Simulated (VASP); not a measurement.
# ZrSe2 (v.A) in VASP: single point with PBE+D3(BJ)

Aim: the single point of ZrSe2 (v.A) with PBE+D3(BJ).

Program: VASP 6.6.1. These are calculated values, not measurements. Logs are shortened: lines on timing, memory, paths and dates and some standing lists are left out, and cuts for length are marked.

### Step 1. The cell of the first run

The cell holds a sheet with vacuum, 3 atoms: a = 3.755 Å, b = 3.755 Å, c = 30.120 Å, α = 90.00°, β = 90.00°, γ = 120.00°.

### Step 2. Single point, PBE+D3(BJ)

Contents of INCAR:

```
PREC = Accurate
ENCUT = 400
EDIFF = 1E-6
ISMEAR = 0
SIGMA = 0.03
LREAL = F
LASPH = T
NELM = 120
ALGO = Normal
ISIF = 2
LWAVE = F
LCHARG = T
LDIPOL = T
IDIPOL = 3
DIPOL = 0.5 0.5 0.285
GGA = PE
IVDW = 12
LELF = T
LVHAR = T
LVACPOTAV = T
NBANDS = 19
GGA_COMPAT = F
NELMDL = -8
```

Contents of KPOINTS:

```
Automatic mesh
0
Gamma
  12 12 1
```

Contents of POSCAR:

```
ZrSe2
1.0
    3.7545335808      0.0000000000      0.0000000000
   -1.8772667904      3.2515214604      0.0000000000
    0.0000000000      0.0000000000     30.1200000017
Se Zr
2 1
Direct
    0.3333333333      0.6666666667      0.2319434123
    0.6666666667      0.3333333333      0.3377777032
    0.0000000000      0.0000000000      0.2848605578
```

Potentials or basis: VASP PAW PBE potentials, release 64 (Se, Zr_sv).

Started as:

```console
$ cat potpaw_PBE.64/Se/POTCAR potpaw_PBE.64/Zr_sv/POTCAR > POTCAR
$ mpirun -np 1 vasp_std > vasp.out
```

OUTCAR:

```text
PREC = Accurate
   ENCUT = 400
   EDIFF = 1E-6
   ISMEAR = 0
   LREAL = F
   LASPH = T
   NELM = 120
   ISIF = 2
   GGA = PE
   IVDW = 12
   NELMDL = -8
 IVDW          = 12

 ion  position               nearest neighbor table
   1  0.333  0.667  0.232-   3 2.69   3 2.69   3 2.69
   2  0.667  0.333  0.338-   3 2.69   3 2.69   3 2.69
   3  0.000  0.000  0.285-   2 2.69   2 2.69   2 2.69   1 2.69   1 2.69   1 2.69

  LATTYP: Found a hexagonal cell.
 ALAT       =     3.7545335808
 C/A-ratio  =     8.0223014000

  Lattice vectors:

 A1 = (   3.7545335808,   0.0000000000,   0.0000000000)
 A2 = (  -1.8772667904,   3.2515214604,   0.0000000000)
 A3 = (   0.0000000000,   0.0000000000,  30.1200000017)

Analysis of symmetry for initial positions (statically):
=====================================================================
 Subroutine PRICEL returns:
 Original cell was already a primitive cell.

 Routine SETGRP: Setting up the symmetry group for a
 hexagonal supercell.

 Subroutine GETGRP returns: Found 12 space group operations
 (whereof  6 operations were pure point group operations)
 out of a pool of 24 trial point group operations.

The static configuration has the point symmetry C_3v.
 The point group associated with its full space group is D_3d.

Analysis of symmetry for dynamics (positions and initial velocities):
=====================================================================
 Subroutine PRICEL returns:
 Original cell was already a primitive cell.

 Routine SETGRP: Setting up the symmetry group for a
 hexagonal supercell.

 Subroutine GETGRP returns: Found 12 space group operations
 (whereof  6 operations were pure point group operations)
 out of a pool of 24 trial point group operations.

The dynamic configuration has the point symmetry C_3v.
 The point group associated with its full space group is D_3d.

 Subroutine INISYM returns: Found 12 space group operations
 (whereof  6 operations are pure point group operations),
 and found     1 'primitive' translations

----------------------------------------------------------------------------------------

                                     Primitive cell

  volume of cell :     367.7033

  direct lattice vectors                    reciprocal lattice vectors
     3.754533581  0.000000000  0.000000000     0.266344668  0.153774166  0.000000000
    -1.877266790  3.251521460  0.000000000     0.000000000  0.307548332  0.000000000
     0.000000000  0.000000000 30.120000002     0.000000000  0.000000000  0.033200531

  length of vectors
     3.754533581  3.754533581 30.120000002     0.307548332  0.307548332  0.033200531

  position of ions in fractional coordinates (direct lattice)
     0.333333333  0.666666667  0.231943412
     0.666666667  0.333333333  0.337777703
     0.000000000  0.000000000  0.284860558

  ion indices of the primitive-cell ions
   primitive index   ion index
                 1           1
                 2           2
                 3           3

----------------------------------------------------------------------------------------

 KPOINTS: Automatic mesh

Automatic generation of k-mesh.
 Grid dimensions read from file:
 generate k-points for:   12   12    1

 Generating k-lattice:

  Cartesian coordinates                     Fractional coordinates (reciprocal lattice)
     0.022195389  0.012814514  0.000000000     0.083333333  0.000000000  0.000000000
     0.000000000  0.025629028  0.000000000     0.000000000  0.083333333  0.000000000
     0.000000000  0.000000000  0.033200531     0.000000000  0.000000000  1.000000000

  Length of vectors
     0.025629028  0.025629028  0.033200531

  Shift w.r.t. Gamma in fractional coordinates (k-lattice)
     0.000000000  0.000000000  0.000000000

 Subroutine IBZKPT returns following result:
 ===========================================

 Found     19 irreducible k-points:

 Following reciprocal coordinates:
            Coordinates               Weight
  0.000000  0.000000  0.000000      1.000000
  0.083333  0.000000  0.000000      6.000000
  0.166667  0.000000  0.000000      6.000000
  0.250000  0.000000  0.000000      6.000000
  0.333333  0.000000  0.000000      6.000000
  0.416667  0.000000  0.000000      6.000000
[... 11 lines left out ...]
  0.333333  0.250000  0.000000     12.000000
  0.333333  0.333333  0.000000      2.000000
   k-points           NKPTS =     19   k-points in BZ     NKDIM =     19   number of bands    NBANDS=     19
   number of dos      NEDOS =    301   number of ions     NIONS =      3
   total plane-waves  NPLWV = 112896
   dimension x,y,z NGX =    24 NGY =   24 NGZ =  196
   dimension x,y,z NGXF=    48 NGYF=   48 NGZF=  392
   ions per type =               2   1
   NGX,Y,Z   is equivalent  to a cutoff of  10.63, 10.63, 10.82 a.u.
   NGXF,Y,Z  is equivalent  to a cutoff of  21.25, 21.25, 21.64 a.u.
 SYSTEM =  unknown system
   PREC   = accura    normal or accurate (medium, high low for compatibility)
   ISTART =      0    job   : 0-new  1-cont  2-samecut
   ICHARG =      2    charge: 1-file 2-atom 10-const
   ISPIN  =      1    spin polarized calculation?
   LNONCOLLINEAR =      F non collinear calculations
   LSORBIT =      F    spin-orbit coupling
   LASPH  =      T    aspherical Exc in radial PAW
   ENCUT  =  400.0 eV  29.40 Ry    5.42 a.u.   6.12  6.12 49.12*2*pi/ulx,y,z
   NELM   =    120;   NELMIN=  2; NELMDL= -8     # of ELM steps
   EDIFF  = 0.1E-05   stopping-criterion for ELM
   LREAL  =      F    real-space projection
   EDIFFG = 0.1E-04   stopping-criterion for IOM
   NSW    =      0    number of steps for IOM
   IBRION =     -1    ionic relax: 0-MD 1-quasi-New 2-CG
   NFREE  =      0    steps in history (QN), initial steepest desc. (CG)
   ISIF   =      2    stress and relaxation
   ISYM   =      2    0-nonsym 1-usesym 2-fastsym
   POTIM  = 0.5000    time-step for ionic-motion
   TEBEG  =    0.0;   TEEND  =   0.0 temperature during run
   PSTRESS=    0.0 pullay stress
   NELECT =      24.0000    total number of electrons
   NUPDOWN=      -1.0000    fix difference up-down
   EMIN   =  10.00;   EMAX   =-10.00  energy-range for DOS
   EFERMI =   0.00;   METHOD = LEGACY
   ISMEAR =     0;   SIGMA  =   0.03  broadening in eV -4-tet -1-fermi 0-gaus
   EFERMI_NEDOS =   21; number of points for ismear=-14 and -15
   IALGO  =     38    algorithm
   IMIX   =      4    mixing-type and parameters
     AMIX     =   0.40;   BMIX     =  1.00
     AMIX_MAG =   1.60;   BMIX_MAG =  1.00
  volume/ion in A,a.u.               =     122.57       827.13
  Fermi-wavevector in a.u.,A,eV,Ry     =   0.659143  1.245599  5.911309  0.434469
  Thomas-Fermi vector in A             =   1.731185
   LORBIT       =      0    0 simple, 1 ext, 2 COOP (PROOUT), +10 PAW based schemes
   GGA     = PE    functional components
   LHFCALC =     F    Hartree Fock is set to
   AEXX    =    0.0000 exact exchange contribution
   IVDW    =    12    specifies the selected vdW correction
   LEPSILON=     F    determine dielectric tensor
   LRPA    =     F    only Hartree local field effects (RPA)
 non-spin polarized calculation
 Gauss-broadening in eV      SIGMA  =   0.03
  energy-cutoff  :      400.00
  volume of cell :      367.70
 maximum number of plane-waves:      6756
   NGX = 13   NGY = 13   NGZ = 99

 dipolmoment           0.000000      0.000000     -0.000024 electrons x Angstroem

 number of electron      24.0000001 magnetization

 dipolmoment           0.000000      0.000000      0.000004 electrons x Angstroem

 Free energy of the ion-electron system (eV)
  ---------------------------------------------------
  ext. energy  EPLUGINS =         0.00000000
  ---------------------------------------------------
  free energy    TOTEN  =       -19.58427439 eV

  energy without entropy =      -19.58427439  energy(sigma->0) =      -19.58427439

 E-fermi :  -3.2176     XC(G=0):  -2.3225

 val. band max:       -3.4682774336   @ k =   0.0000   0.0000   0.0000
 cond. band min:      -3.0898949822   @ k =   0.5000   0.0000   0.0000
 fundamental gap:      0.3783824514
 Fermi energy:        -3.2175951334

 k-point     1 :       0.0000    0.0000    0.0000
  band No.  band energies     occupation
      1     -52.9145      2.00000
      2     -30.9622      2.00000
      3     -30.8471      2.00000
      4     -30.8471      2.00000
      5     -16.5077      2.00000
      6     -15.6228      2.00000
[... 11 lines left out ...]
     18       1.0158      0.00000
     19       1.6970      0.00000

 k-point     2 :       0.0833    0.0000    0.0000
  band No.  band energies     occupation
      1     -52.9136      2.00000
      2     -30.9590      2.00000
      3     -30.8608      2.00000
      4     -30.8500      2.00000
      5     -16.4446      2.00000
      6     -15.6191      2.00000
[... 11 lines left out ...]
     18       1.2803      0.00000
     19       1.8235      0.00000

 k-point     3 :       0.1667    0.0000    0.0000
  band No.  band energies     occupation
      1     -52.9110      2.00000
      2     -30.9503      2.00000
      3     -30.8977      2.00000
      4     -30.8581      2.00000
      5     -16.2682      2.00000
      6     -15.6075      2.00000
[... 11 lines left out ...]
     18       1.8294      0.00000
     19       2.1643      0.00000

 k-point     4 :       0.2500    0.0000    0.0000
  band No.  band energies     occupation
      1     -52.9076      2.00000
      2     -30.9497      2.00000
      3     -30.9364      2.00000
      4     -30.8690      2.00000
      5     -16.0211      2.00000
      6     -15.5836      2.00000
[... 297 lines left out ...]
     18       3.6312      0.00000
     19       3.6424      0.00000

 k-point    18 :       0.3333    0.2500    0.0000
  band No.  band energies     occupation
      1     -52.8994      2.00000
      2     -31.0093      2.00000
      3     -30.9509      2.00000
      4     -30.9096      2.00000
      5     -15.4953      2.00000
      6     -15.3901      2.00000
[... 11 lines left out ...]
     18       3.6587      0.00000
     19       3.7847      0.00000

 k-point    19 :       0.3333    0.3333    0.0000
  band No.  band energies     occupation
      1     -52.8990      2.00000
      2     -30.9842      2.00000
      3     -30.9842      2.00000
      4     -30.9082      2.00000
      5     -15.4214      2.00000
      6     -15.4214      2.00000
[... 11 lines left out ...]
     18       3.7832      0.00000
     19       4.3978      0.00000

------------------------ aborting loop because EDIFF is reached ----------------------------------------

 Edisp (eV)   -0.81873

 E8    (eV) :    -0.3929

  FORCE on cell =-STRESS in cart. coord.  units (eV):
  Direction    XX          YY          ZZ          XY          YZ          ZX
  --------------------------------------------------------------------------------------
  -------------------------------------------------------------------------------------
  Total       0.01297     0.01297     0.01439    -0.00000     0.00000     0.00000
  in kB       0.05650     0.05650     0.06272    -0.00000     0.00000     0.00000
  external pressure =        0.06 kB  Pullay stress =        0.00 kB

 VOLUME and BASIS-vectors are now :
 -----------------------------------------------------------------------------
  energy-cutoff  :      400.00
  volume of cell :      367.70
      direct lattice vectors                 reciprocal lattice vectors
     3.754533581  0.000000000  0.000000000     0.266344668  0.153774166  0.000000000
    -1.877266790  3.251521460  0.000000000     0.000000000  0.307548332  0.000000000
     0.000000000  0.000000000 30.120000002     0.000000000  0.000000000  0.033200531

 POSITION                                       TOTAL-FORCE (eV/Angst)
 -----------------------------------------------------------------------------------
     -0.00000      2.16768      6.98614        -0.000000      0.000000     -0.018854
      1.87727      1.08384     10.17386         0.000000     -0.000000      0.018854
      0.00000      0.00000      8.58000        -0.000000      0.000000     -0.000000
 -----------------------------------------------------------------------------------
    total drift:                               -0.000000      0.000000      0.000079

  FREE ENERGIE OF THE ION-ELECTRON SYSTEM (eV)
  ---------------------------------------------------
  free  energy   TOTEN  =       -20.4029999262 eV

  energy  without entropy=      -20.4029999262  energy(sigma->0) =      -20.40299993

 vacuum level on the upper side and lower side of the slab         2.050         2.050
```

Wall time 3.3 min (1 thread of AMD EPYC 7R43 (Zen 3), shared host); peak memory 0.33 GiB.

Results:

```
Free energy                : -20.4030 eV
Largest force              : 0.019 eV/Å
Band gap on the k mesh     : 0.38 eV, indirect (least direct gap 1.10 eV)
Dispersion energy per atom : -0.273 eV
```

Forces in eV/Å, atoms in the order of the input:
```
Se   0.000  0.000 -0.019
Se   0.000  0.000  0.019
Zr   0.000  0.000  0.000
```
